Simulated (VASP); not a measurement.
# SnO2 (Pbcn) in VASP: single point with PBE

Aim: the single point of SnO2 with PBE.

Everything below comes from runs of VASP 6.6.1. Logs are shortened: lines on timing, memory, paths and dates and some standing lists are left out, and cuts for length are marked.

**1. The cell of the first run**

It takes space group Pbcn (No. 60, orthorhombic). The conventional cell has a = 4.735 Å, b = 5.751 Å, c = 5.247 Å, α = 90.00°, β = 90.00°, γ = 90.00°. Sn (site symmetry 2) has 6 O at 2.04 to 2.11 Å within 2.7 Å. Within 2.7 Å of O (site symmetry 1) lie 3 Sn at 2.04 to 2.11 Å and 1 O at 2.64 Å.

**2. Single point, PBE**

INCAR

```
SYSTEM = SnO2
PREC = Accurate
ENCUT = 520
EDIFF = 1E-6
ISMEAR = 0
SIGMA = 0.05
LREAL = Auto
LASPH = .True.
NELM = 100
ALGO = Normal
ISIF = 2
LWAVE = .False.
LCHARG = .True.
GGA = PE
LVHAR = .True.
NBANDS = 238
KPAR = 2
NCORE = 2
```

KPOINTS

```
regular mesh
0
Gamma
  2 2 2
  0 0 0
```

POSCAR

```
SnO2
1.0
   -4.7351460000      5.7509120000      5.2471140000
    4.7351460000     -5.7509120000      5.2471140000
    4.7351460000      5.7509120000     -5.2471140000
Sn O
16 32
Direct
    0.7077240000      0.1250000000      0.0827240000
    0.2077240000      0.6250000000      0.0827240000
    0.2077240000      0.1250000000      0.5827240000
    0.7077240000      0.6250000000      0.5827240000
    0.5422760000      0.1250000000      0.4172760000
    0.0422760000      0.6250000000      0.4172760000
    0.0422760000      0.1250000000      0.9172760000
    0.5422760000      0.6250000000      0.9172760000
    0.2922760000      0.3750000000      0.4172760000
    0.7922760000      0.8750000000      0.4172760000
    0.7922760000      0.3750000000      0.9172760000
    0.2922760000      0.8750000000      0.9172760000
    0.4577240000      0.3750000000      0.0827240000
    0.9577240000      0.8750000000      0.0827240000
    0.9577240000      0.3750000000      0.5827240000
    0.4577240000      0.8750000000      0.5827240000
    0.8428640000      0.4044540000      0.1687140000
    0.3428640000      0.9044540000      0.1687140000
    0.3428640000      0.4044540000      0.6687140000
    0.8428640000      0.9044540000      0.6687140000
    0.9071360000      0.0758510000      0.0615910000
    0.4071360000      0.5758510000      0.0615910000
    0.4071360000      0.0758510000      0.5615910000
    0.9071360000      0.5758510000      0.5615910000
    0.7357400000      0.1741490000      0.3312860000
    0.2357400000      0.6741490000      0.3312860000
    0.2357400000      0.1741490000      0.8312860000
    0.7357400000      0.6741490000      0.8312860000
    0.5142600000      0.3455460000      0.4384090000
    0.0142600000      0.8455460000      0.4384090000
    0.0142600000      0.3455460000      0.9384090000
    0.5142600000      0.8455460000      0.9384090000
    0.4857400000      0.1544540000      0.0615910000
    0.9857400000      0.6544540000      0.0615910000
    0.9857400000      0.1544540000      0.5615910000
    0.4857400000      0.6544540000      0.5615910000
    0.2642600000      0.3258510000      0.1687140000
    0.7642600000      0.8258510000      0.1687140000
    0.7642600000      0.3258510000      0.6687140000
    0.2642600000      0.8258510000      0.6687140000
    0.0928640000      0.4241490000      0.4384090000
    0.5928640000      0.9241490000      0.4384090000
    0.5928640000      0.4241490000      0.9384090000
    0.0928640000      0.9241490000      0.9384090000
    0.1571360000      0.0955460000      0.3312860000
    0.6571360000      0.5955460000      0.3312860000
    0.6571360000      0.0955460000      0.8312860000
    0.1571360000      0.5955460000      0.8312860000
```

Potentials or basis: VASP PAW PBE potentials, release 64 (Sn_d, O).

Run with:

```bash
$ cat potpaw_PBE.64/Sn_d/POTCAR potpaw_PBE.64/O/POTCAR > POTCAR
$ mpirun -np 4 vasp_std > vasp.out
```

OUTCAR:

```text
SYSTEM = SnO2
   PREC = Accurate
   ENCUT = 520
   EDIFF = 1E-6
   ISMEAR = 0
   LREAL = Auto
   LASPH = .True.
   NELM = 100
   ISIF = 2
   GGA = PE

 ion  position               nearest neighbor table
   1  0.708  0.125  0.083-  21 2.04  25 2.04  32 2.07  17 2.07  47 2.11  33 2.11  11 3.24  12 3.24
                             7 3.67   5 3.67   6 3.67   8 3.67  14 3.72  15 3.72  16 3.72  13 3.72
   2  0.208  0.625  0.083-  22 2.04  26 2.04  31 2.07  18 2.07  48 2.11  34 2.11  11 3.24  12 3.24
                             8 3.67   5 3.67   6 3.67   7 3.67  14 3.72  16 3.72  15 3.72  13 3.72
   3  0.208  0.125  0.583-  23 2.04  27 2.04  30 2.07  19 2.07  45 2.11  35 2.11   9 3.24  10 3.24
                             8 3.67   5 3.67   7 3.67   6 3.67  15 3.72  16 3.72  14 3.72  13 3.72
   4  0.708  0.625  0.583-  24 2.04  28 2.04  29 2.07  20 2.07  46 2.11  36 2.11   9 3.24  10 3.24
                             8 3.67   6 3.67   7 3.67   5 3.67  15 3.72  16 3.72  13 3.72  14 3.72
   5  0.542  0.125  0.417-  18 2.04  29 2.04  25 2.07  23 2.07  39 2.11  42 2.11  15 3.24  16 3.24
                             4 3.67   1 3.67   3 3.67   2 3.67   9 3.72  10 3.72  12 3.72  11 3.72
   6  0.042  0.625  0.417-  17 2.04  30 2.04  26 2.07  24 2.07  40 2.11  41 2.11  15 3.24  16 3.24
                             4 3.67   2 3.67   3 3.67   1 3.67   9 3.72  10 3.72  11 3.72  12 3.72
   7  0.042  0.125  0.917-  20 2.04  31 2.04  27 2.07  21 2.07  37 2.11  44 2.11  13 3.24  14 3.24
                             3 3.67   1 3.67   2 3.67   4 3.67   9 3.72  11 3.72  10 3.72  12 3.72
   8  0.542  0.625  0.917-  19 2.04  32 2.04  28 2.07  22 2.07  38 2.11  43 2.11  13 3.24  14 3.24
                             4 3.67   1 3.67   2 3.67   3 3.67  10 3.72  11 3.72   9 3.72  12 3.72
   9  0.292  0.375  0.417-  41 2.04  37 2.04  36 2.07  45 2.07  19 2.11  29 2.11   3 3.24   4 3.24
[... 45 lines left out ...]
  47  0.657  0.096  0.831-  16 2.04  11 2.07   1 2.11
  48  0.157  0.596  0.831-  15 2.04  12 2.07   2 2.11

  LATTYP: Found a body centered orthorhombic cell.
 ALAT       =     9.4702920000
 B/A-ratio  =     1.1081208478
 C/A-ratio  =     1.2145163000

  Lattice vectors:

 A1 = (  -4.7351460000,  -5.7509120000,   5.2471140000)
 A2 = (   4.7351460000,  -5.7509120000,  -5.2471140000)
 A3 = (   4.7351460000,   5.7509120000,   5.2471140000)

Analysis of symmetry for initial positions (statically):
=====================================================================
 Subroutine PRICEL returns following result:

  LATTYP: Found a simple orthorhombic cell.
 ALAT       =     4.7351460000
 B/A-ratio  =     1.1081208478
 C/A-ratio  =     1.2145163000

  Lattice vectors:

 A1 = (   4.7351460000,   0.0000000000,   0.0000000000)
 A2 = (   0.0000000000,   0.0000000000,  -5.2471140000)
 A3 = (   0.0000000000,   5.7509120000,   0.0000000000)

   4 primitive cells build up your supercell.

 Routine SETGRP: Setting up the symmetry group for a
 body centered orthorhombic supercell.

 Subroutine GETGRP returns: Found  8 space group operations
 (whereof  2 operations were pure point group operations)
 out of a pool of  8 trial point group operations.

The static configuration has the point symmetry S_2 .
 The point group associated with its full space group is D_2h.

Analysis of symmetry for dynamics (positions and initial velocities):
=====================================================================
 Subroutine PRICEL returns following result:

  LATTYP: Found a simple orthorhombic cell.
 ALAT       =     4.7351460000
 B/A-ratio  =     1.1081208478
 C/A-ratio  =     1.2145163000

  Lattice vectors:

 A1 = (   4.7351460000,   0.0000000000,   0.0000000000)
 A2 = (   0.0000000000,   0.0000000000,  -5.2471140000)
 A3 = (   0.0000000000,   5.7509120000,   0.0000000000)

   4 primitive cells build up your supercell.

 Routine SETGRP: Setting up the symmetry group for a
 body centered orthorhombic supercell.

 Subroutine GETGRP returns: Found  8 space group operations
 (whereof  2 operations were pure point group operations)
 out of a pool of  8 trial point group operations.

The dynamic configuration has the point symmetry S_2 .
 The point group associated with its full space group is D_2h.

 Subroutine INISYM returns: Found  8 space group operations
 (whereof  2 operations are pure point group operations),
 and found     4 'primitive' translations

----------------------------------------------------------------------------------------

                                     Primitive cell
[... 39 lines left out ...]

----------------------------------------------------------------------------------------

 KPOINTS: regular mesh

Automatic generation of k-mesh.
 Grid dimensions read from file:
 generate k-points for:    2    2    2

 Generating k-lattice:

  Cartesian coordinates                     Fractional coordinates (reciprocal lattice)
     0.000000000  0.043471366  0.047645239     0.500000000  0.000000000  0.000000000
     0.052796683  0.000000000  0.047645239     0.000000000  0.500000000  0.000000000
     0.052796683  0.043471366  0.000000000     0.000000000  0.000000000  0.500000000

  Length of vectors
     0.064496732  0.071116513  0.068390418

  Shift w.r.t. Gamma in fractional coordinates (k-lattice)
     0.000000000  0.000000000  0.000000000

 Subroutine IBZKPT returns following result:
 ===========================================

 Found      5 irreducible k-points:

 Following reciprocal coordinates:
            Coordinates               Weight
  0.000000  0.000000  0.000000      1.000000
  0.500000  0.000000  0.000000      2.000000
  0.000000  0.500000  0.000000      2.000000
  0.500000  0.500000  0.000000      2.000000
  0.500000  0.500000  0.500000      1.000000
   k-points           NKPTS =      5   k-points in BZ     NKDIM =      5   number of bands    NBANDS=    238
   number of dos      NEDOS =    301   number of ions     NIONS =     48
   total plane-waves  NPLWV = 343000
   dimension x,y,z NGX =    70 NGY =   70 NGZ =   70
   dimension x,y,z NGXF=   140 NGYF=  140 NGZF=  140
   ions per type =              16  32
   NGX,Y,Z   is equivalent  to a cutoff of  12.77, 12.77, 12.77 a.u.
   NGXF,Y,Z  is equivalent  to a cutoff of  25.54, 25.54, 25.54 a.u.
 SYSTEM =  SnO2
   PREC   = accura    normal or accurate (medium, high low for compatibility)
   ISTART =      0    job   : 0-new  1-cont  2-samecut
   ICHARG =      2    charge: 1-file 2-atom 10-const
   ISPIN  =      1    spin polarized calculation?
   LNONCOLLINEAR =      F non collinear calculations
   LSORBIT =      F    spin-orbit coupling
   LASPH  =      T    aspherical Exc in radial PAW
   ENCUT  =  520.0 eV  38.22 Ry    6.18 a.u.  16.94 16.94 16.94*2*pi/ulx,y,z
   NELM   =    100;   NELMIN=  2; NELMDL= -5     # of ELM steps
   EDIFF  = 0.1E-05   stopping-criterion for ELM
   LREAL  =      T    real-space projection
   EDIFFG = 0.1E-04   stopping-criterion for IOM
   NSW    =      0    number of steps for IOM
   IBRION =     -1    ionic relax: 0-MD 1-quasi-New 2-CG
   NFREE  =      0    steps in history (QN), initial steepest desc. (CG)
   ISIF   =      2    stress and relaxation
   ISYM   =      2    0-nonsym 1-usesym 2-fastsym
   POTIM  = 0.5000    time-step for ionic-motion
   TEBEG  =    0.0;   TEEND  =   0.0 temperature during run
   PSTRESS=    0.0 pullay stress
   NELECT =     416.0000    total number of electrons
   NUPDOWN=      -1.0000    fix difference up-down
   EMIN   =  10.00;   EMAX   =-10.00  energy-range for DOS
   EFERMI =   0.00;   METHOD = LEGACY
   ISMEAR =     0;   SIGMA  =   0.05  broadening in eV -4-tet -1-fermi 0-gaus
   EFERMI_NEDOS =   21; number of points for ismear=-14 and -15
   IALGO  =     38    algorithm
   IMIX   =      4    mixing-type and parameters
     AMIX     =   0.40;   BMIX     =  1.00
     AMIX_MAG =   1.60;   BMIX_MAG =  1.00
  volume/ion in A,a.u.               =      11.91        80.35
  Fermi-wavevector in a.u.,A,eV,Ry     =   1.472615  2.782838 29.505506  2.168594
  Thomas-Fermi vector in A             =   2.587608
   LORBIT       =      0    0 simple, 1 ext, 2 COOP (PROOUT), +10 PAW based schemes
   GGA     = PE    functional components
   LHFCALC =     F    Hartree Fock is set to
   AEXX    =    0.0000 exact exchange contribution
   IVDW    =     0    specifies the selected vdW correction
   LEPSILON=     F    determine dielectric tensor
   LRPA    =     F    only Hartree local field effects (RPA)
 non-spin polarized calculation
 Gauss-broadening in eV      SIGMA  =   0.05
  energy-cutoff  :      520.00
  volume of cell :      571.55
 maximum number of plane-waves:     15440
 NGX is ok and might be reduce to    70
   NGX = 33   NGY = 33   NGZ = 33

 number of electron     416.0000078 magnetization

 Free energy of the ion-electron system (eV)
  ---------------------------------------------------
  ext. energy  EPLUGINS =         0.00000000
  ---------------------------------------------------
  free energy    TOTEN  =      -297.11141671 eV

  energy without entropy =     -297.11141671  energy(sigma->0) =     -297.11141671

 E-fermi :   6.0926     XC(G=0): -11.3025

 val. band max:        5.8413829287   @ k =   0.0000   0.0000   0.0000
 cond. band min:       7.2099337916   @ k =   0.0000   0.0000   0.0000
 fundamental gap:      1.3685508628
 Fermi energy:         6.0926485349

 k-point     1 :       0.0000    0.0000    0.0000
  band No.  band energies     occupation
      1     -14.8072      2.00000
      2     -14.7569      2.00000
      3     -14.7568      2.00000
      4     -14.6689      2.00000
      5     -14.5887      2.00000
      6     -14.5783      2.00000
[... 1104 lines left out ...]
    219      11.2799      0.00000
    220      11.2799      0.00000
 [bands above 220 left out]

------------------------ aborting loop because EDIFF is reached ----------------------------------------

  FORCE on cell =-STRESS in cart. coord.  units (eV):
  Direction    XX          YY          ZZ          XY          YZ          ZX
  --------------------------------------------------------------------------------------
  -------------------------------------------------------------------------------------
  Total       25.9355927     27.0938594     28.2842930      0.0000000      0.0000000      0.0000000
  in kB       72.7036430     75.9505402     79.2876090      0.0000000      0.0000000      0.0000000
  external PRESSURE =      75.9805974 kB  Pullay stress =       0.0000000 kB

 VOLUME and BASIS-vectors are now :
 -----------------------------------------------------------------------------
  energy-cutoff  :      520.00
  volume of cell :      571.55
      direct lattice vectors                 reciprocal lattice vectors
    -4.735146000  5.750912000  5.247114000     0.000000000  0.086942732  0.095290478
     4.735146000 -5.750912000  5.247114000     0.105593365  0.000000000  0.095290478
     4.735146000  5.750912000 -5.247114000     0.105593365  0.086942732  0.000000000

 POSITION                                       TOTAL-FORCE (eV/Angst)
 -----------------------------------------------------------------------------------
     -2.36757      3.82693      3.93534        -0.000000      0.055211     -0.000000
      2.36757     -1.92398      3.93534         0.000000      0.055211     -0.000000
      2.36757      3.82693     -1.31178         0.000000      0.055211     -0.000000
      2.36757      3.82693      3.93534         0.000000      0.055211     -0.000000
      0.00000      4.79944      1.31178         0.000000     -0.055211     -0.000000
      4.73515     -0.95148      1.31178         0.000000     -0.055211     -0.000000
[... 40 lines left out ...]
      1.27705      8.01031     -0.41244        -0.071287      0.061963      0.018927
      6.01220      2.25940     -0.41244        -0.071287      0.061963      0.018927
 -----------------------------------------------------------------------------------
    total drift:                               -0.000000     -0.000000      0.000000

  FREE ENERGIE OF THE ION-ELECTRON SYSTEM (eV)
  ---------------------------------------------------
  free  energy   TOTEN  =      -297.1114167112 eV

  energy  without entropy=     -297.1114167112  energy(sigma->0) =     -297.11141671
```

Run time: 8.1 min. Hardware: 4 MPI ranks of Intel Xeon Platinum 8375C at 2.90GHz (Ice Lake), shared host; peak memory 0.56 GiB.

What came out:

* Free energy: -297.1114 eV
* Pressure: 7.6 GPa
* Largest force: 0.096 eV/Å
* Band gap on the k mesh: 1.37 eV

Forces on the atoms (eV/Å):
```
Sn   0.000  0.055  0.000
Sn   0.000  0.055  0.000
Sn   0.000  0.055  0.000
Sn   0.000  0.055  0.000
Sn   0.000 -0.055  0.000
Sn   0.000 -0.055  0.000
Sn   0.000 -0.055  0.000
Sn   0.000 -0.055  0.000
Sn   0.000 -0.055  0.000
Sn   0.000 -0.055  0.000
Sn   0.000 -0.055  0.000
Sn   0.000 -0.055  0.000
Sn   0.000  0.055  0.000
Sn   0.000  0.055  0.000
Sn   0.000  0.055  0.000
Sn   0.000  0.055  0.000
O    0.071 -0.062 -0.019
O    0.071 -0.062 -0.019
O    0.071 -0.062 -0.019
O    0.071 -0.062 -0.019
O    0.071  0.062  0.019
O    0.071  0.062  0.019
O    0.071  0.062  0.019
O    0.071  0.062  0.019
O   -0.071  0.062 -0.019
O   -0.071  0.062 -0.019
O   -0.071  0.062 -0.019
O   -0.071  0.062 -0.019
O   -0.071 -0.062  0.019
O   -0.071 -0.062  0.019
O   -0.071 -0.062  0.019
O   -0.071 -0.062  0.019
O    0.071  0.062 -0.019
O    0.071  0.062 -0.019
O    0.071  0.062 -0.019
O    0.071  0.062 -0.019
O    0.071 -0.062  0.019
O    0.071 -0.062  0.019
O    0.071 -0.062  0.019
O    0.071 -0.062  0.019
O   -0.071 -0.062 -0.019
O   -0.071 -0.062 -0.019
O   -0.071 -0.062 -0.019
O   -0.071 -0.062 -0.019
O   -0.071  0.062  0.019
O   -0.071  0.062  0.019
O   -0.071  0.062  0.019
O   -0.071  0.062  0.019
```

Caveat: the k points lie up to 0.43 Å⁻¹ apart; spin-orbit coupling is left out, which moves the levels of the heavy elements.
